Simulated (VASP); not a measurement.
Wanted: the native input for a VASP 6.6.1 run.

* Task: relaxation of cell and atoms
* Functional: PBE
* Potentials or basis: VASP PAW PBE potentials, release 64 (Ca_sv)
* Cutoff: 600 eV
* k mesh: 12 × 12 × 12
* Occupations: fermi-dirac, width 0.05 eV
* Spin: no spin polarisation
* Target pressure: 32 GPa
* Dipole correction: no
* Further INCAR settings: ALGO = Normal; EDIFF = 1e-06; IBRION = 2; EDIFFG = -0.005; NSW = 32; ISIF = 3

The structure of Ca lies in POSCAR:

```
Ca
1.0
    1.8339771499     -1.0588472012      3.4218118381
    0.0000000000      2.1176944024      3.4218118381
   -1.8339771499     -1.0588472012      3.4218118381
Ca
2
Direct
    0.2499996658      0.2499996658      0.2499996658
   -0.2499996658     -0.2499996658     -0.2499996658
```

The input as run:

INCAR

```
SYSTEM = Ca
PREC     = Accurate       ! precision mode
ENCUT    = 600            ! plane-wave cutoff, eV
EDIFF    = 1E-6           ! SCF threshold, eV
ISMEAR   = -1             ! smearing method
SIGMA    = 0.05           ! smearing width, eV
LREAL    = .False.        ! projectors in reciprocal space
LASPH    = .True.         ! aspherical terms in the spheres
NELM     = 60             ! most SCF steps
ALGO     = Normal         ! electronic algorithm
ISIF     = 3              ! what is computed and relaxed
LWAVE    = .False.        ! write WAVECAR
LCHARG   = .False.        ! write CHGCAR
GGA      = PE             ! functional
IBRION   = 2              ! ionic algorithm
NSW      = 32             ! ionic steps
EDIFFG   = -0.005         ! ionic threshold
PSTRESS  = 320.0
```

KPOINTS

```
Automatic mesh
0
Gamma
  12 12 12
  0 0 0
```

Potentials or basis: VASP PAW PBE potentials, release 64 (Ca_sv).

Launch:

```console
$ cat potpaw_PBE.64/Ca_sv/POTCAR > POTCAR
$ mpirun -np 1 vasp_std > vasp.out
```

Results of the run:

```
Relaxed volume                                             : 20.07 Å³/atom
Relaxed cell                                               : a = 4.063 Å, b = 4.063 Å, c = 4.063 Å, α = 53.45°, β = 53.45°, γ = 53.45°
Space group after relaxing (to 0.1 Å)                      : R-3m (No. 166)
Energy change on relaxing (the run minimises the enthalpy) : -27.7 meV/atom
Ionic steps                                                : 11
Pressure after relaxing                                    : 32.0 GPa
Band gap on the k mesh                                     : zero (bands 10 and 11 overlap by 0.37 eV)
```

Caveat: the cell is relaxed towards a set pressure, so the run minimises the enthalpy, not the energy.

It took 8.9 min on 1 thread of Intel(R) Xeon(R) Platinum 8375C CPU @ 2.90GHz (Ice Lake) (shared host), peak memory 0.29 GiB.
